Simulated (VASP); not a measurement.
Wanted: the native input for a VASP 6.6.1 run.

| Item | Value |
| --- | --- |
| Task | single point |
| Functional | PBE |
| Dispersion | D3(BJ) |
| Potentials or basis | VASP PAW PBE potentials, release 64 (Pb_d, S) |
| Cutoff | 520 eV |
| k mesh | 2 × 2 × 2, shifted |
| Occupations | fermi-dirac, width 0.1034 eV |
| Spin | no spin polarisation |
| Dipole correction | no |
| Further INCAR settings | LREAL = Auto; ALGO = Normal; EDIFF = 1e-07; NBANDS = 94 |

The structure of PbS lies in POSCAR:

```
PbS
1.0
    6.0080352647      0.0000000000      6.0080352647
    6.0080352647      6.0080352647      0.0000000000
    0.0000000000      6.0080352647      6.0080352647
Pb S
8 8
Direct
   -0.0361021516      0.0144601348     -0.0080304123
   -0.0032749475      0.5135219525     -0.0112104868
    0.4766802913      0.0024768496      0.0276260030
    0.5154800802      0.5027790895     -0.0006768436
   -0.0219052476      0.0118142615      0.5101342394
    0.0267168871      0.4957728889      0.4938739320
    0.5069304466     -0.0119008955      0.4853360328
    0.5157141001      0.5036103096      0.4681126818
    0.2482760893      0.3388461303      0.2087323800
    0.2552910282      0.7244608775      0.2613219515
    0.7717021115      0.2529212019      0.2533785893
    0.7325120120      0.7212046549      0.2803756845
    0.2537262903      0.2250543548      0.7396157486
    0.2011839057      0.7973193879      0.7530721443
    0.7314352873      0.2317008704      0.7676990558
    0.7498426360      0.7590053652      0.7479228736
```

This cell differs from its parent crystal: dynamics (nvt langevin) at 1200 K, volume x 1.04, from the last frame before.

The input as run:

INCAR

```
ALGO = Normal
EDIFF = 1E-7
ENCUT = 520
GGA = PE
ISIF = 2
ISMEAR = -1
IVDW = 12
LASPH = True
LCHARG = False
LREAL = Auto
LWAVE = False
NBANDS = 94
NELM = 60
PREC = Accurate
SIGMA = 0.1034
```

KPOINTS

```
Automatic mesh
0
Gamma
  2 2 2
  0.5 0.5 0.5
```

Potentials or basis: VASP PAW PBE potentials, release 64 (Pb_d, S).

The run is started by

```bash
$ cat potpaw_PBE.64/Pb_d/POTCAR potpaw_PBE.64/S/POTCAR > POTCAR
$ mpirun -np 1 vasp_std > vasp.out
```

It gave:

* Pressure: 0.0 GPa
* Largest force: 1.795 eV/Å
* Band gap on the k mesh: 1.26 eV
* Dispersion energy per atom: -0.334 eV

Caveat: the atoms stand as in a frame of molecular dynamics; spin-orbit coupling is left out, which moves the levels of the heavy elements; a shifted mesh leaves out Γ, where band edges can lie; forces of over 1 eV/Å act on the atoms, so gaps and moduli don't describe the material at rest.

It took 12 min on 1 thread of Intel(R) Xeon(R) Platinum 8559C (Emerald Rapids), with other jobs on the host, peak memory 0.78 GiB.
